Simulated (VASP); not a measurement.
Wanted: the native input for a VASP 6.6.1 run.

```yaml
Task: single point
Functional: LDA
Potentials_or_basis: VASP PAW LDA potentials, release 64 (W_sv, S)
Cutoff: 520 eV
k_mesh: 12 × 12 × 4
Occupations: gaussian, width 0.05 eV
Spin: no spin polarisation
Dipole_correction: no
Further_INCAR_settings: ALGO = Normal; EDIFF = 1e-07; NBANDS = 35
```

The structure of WS2 lies in POSCAR:

```
WS2
1.0
    3.2911491100     -0.0002181458     -0.0917872788
   -1.6457634748      2.7855091217     -0.0077252718
   -0.3607990904     -0.2433718250     12.6557621287
W S
2 4
Direct
    0.3510144747      0.6465652230      0.2398750822
    0.6683747203      0.3457982847      0.7630891575
    0.4006092407      0.6932588890      0.6156424039
    0.6015600611      0.2709067643      0.1202068611
    0.3062501853      0.6760278152      0.8796884384
    0.6721913179      0.3674430238      0.3814980569
```

This cell differs from its parent crystal: atoms moved at random and the cell strained at random.

One way to write it, as run:

INCAR

```
SYSTEM = WS2
PREC = Accurate
ENCUT = 520
EDIFF = 1E-7
ISMEAR = 0
SIGMA = 0.05
LREAL = .False.
LASPH = .True.
NELM = 60
ALGO = Normal
ISIF = 2
LWAVE = .False.
LCHARG = .True.
LELF = .True.
LVHAR = .True.
NBANDS = 35
```

KPOINTS

```
Automatic mesh
0
Gamma
  12 12 4
  0 0 0
```

Potentials or basis: VASP PAW LDA potentials, release 64 (W_sv, S).

Launch:

```bash
$ cat potpaw_LDA.64/W_sv/POTCAR potpaw_LDA.64/S/POTCAR > POTCAR
$ mpirun -np 1 vasp_std > vasp.out
```

It gave:

```json
{"Pressure": "-14.4 GPa", "Largest force": "4.156 eV/Å", "Band gap on the k mesh": "0.31 eV (least direct gap 0.81 eV)"}
```

Caveat: the cell differs from its parent crystal (atoms moved at random and the cell strained at random); the cell stands under tension; spin-orbit coupling is left out, which moves the levels of the heavy elements; forces of over 1 eV/Å act on the atoms, so gaps and moduli don't describe the material at rest.

It took 20 min on 1 thread of Oxide Virtual Turin-like Processor (shared host), peak memory 0.83 GiB.
